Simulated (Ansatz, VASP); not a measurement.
AlAs in VASP and in Ansatz

```
Al As
1.0
     0.00000    2.83723    2.83723
     2.83723    0.00000    2.83723
     2.83723    2.83723    0.00000
Al As
1 1
Direct
  0.00000 0.00000 0.00000
  0.25000 0.25000 0.25000
```

Alike in both runs: functional PBEsol; k mesh 8 × 8 × 8; occupations gaussian, width 0.02 eV; no spin polarisation.

Ansatz relaxed the structure, and its values are those at the end. VASP's run is a single point on that final structure, the one shown.

```csv
,VASP,Ansatz
version,VASP 6.6.1,Ansatz 0.2.0
potentials or method,"VASP PAW PBE potentials, release 64 (Al, As), cutoff 500 eV","scalar-relativistic, plane waves, PAW"
valence electrons in the cell,8,18
```

```csv
,VASP,Ansatz,Ansatz less VASP
gap on the k mesh at the Fermi level (eV),1.33,1.34,+0.012
least direct gap on the mesh (eV),1.92,1.91,-0.014
pressure (GPa),0.3,0.0,-0.28
```

VASP's potentials were made for PBE, not for PBEsol, and Ansatz warns of the same on its side. VASP's potentials hold 8 valence electrons a cell and Ansatz's 18, so a difference there can come from the potentials and not from the codes.
